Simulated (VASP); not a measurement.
Input of a VASP 6.6.1 run:

INCAR

```
SYSTEM = Mo
PREC = Accurate
ENCUT = 520
EDIFF = 1E-6
ISMEAR = -1
SIGMA = 0.05
LREAL = .FALSE.
LASPH = .TRUE.
NELM = 100
ALGO = Normal
ISIF = 2
LWAVE = .FALSE.
LCHARG = .TRUE.
GGA = RP
IVDW = 13
LELF = .TRUE.
LVHAR = .TRUE.
NBANDS = 13
```

Contents of KPOINTS:

```
Automatic mesh
0
G
  12 12 12
  0 0 0
```

Contents of POSCAR:

```
Mo
1.0
   -1.5655401943      1.5655401943      1.5655401943
    1.5655401943     -1.5655401943      1.5655401943
    1.5655401943      1.5655401943     -1.5655401943
Mo
1
Direct
    0.0000000000      0.0000000000      0.0000000000
```

Potentials or basis: VASP PAW PBE potentials, release 64 (Mo_sv).

Launch:

```bash
$ cat potpaw_PBE.64/Mo_sv/POTCAR > POTCAR
$ mpirun -np 1 vasp_std > vasp.out
```

Problem. What does it give for the pressure?

Solution. 0.6 GPa.

Problem. What does it give for the dispersion energy per atom?

Solution. -1.137 eV.

Problem. Estimate the band gap on the k mesh.

Solution. Zero (band 7 reaches 17.03 eV, above the bottom of band 8 at 11.56 eV).

Caveat: the PAW data sets were made with another functional, which shifts forces and pressure a little; pairwise dispersion overbinds metals, which lowers pressure and volume.
